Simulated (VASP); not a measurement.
# GaP: single point with PBE

GaP:

```
CELL_PARAMETERS angstrom
0.00000 2.72525 2.72525
2.72525 0.00000 2.72525
2.72525 2.72525 0.00000
ATOMIC_POSITIONS crystal
Ga 0.00000 0.00000 0.00000
P 0.75000 0.75000 0.75000
```

```json
{"Program": "VASP 6.6.1", "Task": "single point", "Functional": "PBE", "Potentials or basis": "VASP PAW PBE potentials, release 64 (Ga_d, P)", "Cutoff": "520 eV", "k mesh": "8 × 8 × 8", "Occupations": "gaussian, width 0.011 eV", "Spin": "no spin polarisation", "Dipole correction": "no", "Further INCAR settings": "ALGO = Normal; EDIFF = 1e-06; NBANDS = 16"}
```

```
Pressure               : 2.4 GPa
Band gap on the k mesh : 1.64 eV (least direct gap 1.83 eV)
```

Levels at points of the mesh, in eV from the valence-band top:
```tsv
k point	band 7	band 8	band 9	band 10	band 11	band 12
(0.00, 0.00, 0.00)	0.00	0.00	0.00	1.83	3.89	3.89
(0.50, 0.00, 0.00)	-6.63	-1.12	-1.12	1.67	4.72	4.72
(0.50, 0.50, 0.00)	-6.75	-2.68	-2.68	1.65	1.82	10.60
```

Run time: 27 s on 1 thread of Intel Xeon 8259CL, on a shared host, peak memory 0.17 GiB.

A k mesh can miss the band edges. Expect the measured gap to be larger: semilocal functionals such as PBE lack the derivative discontinuity.
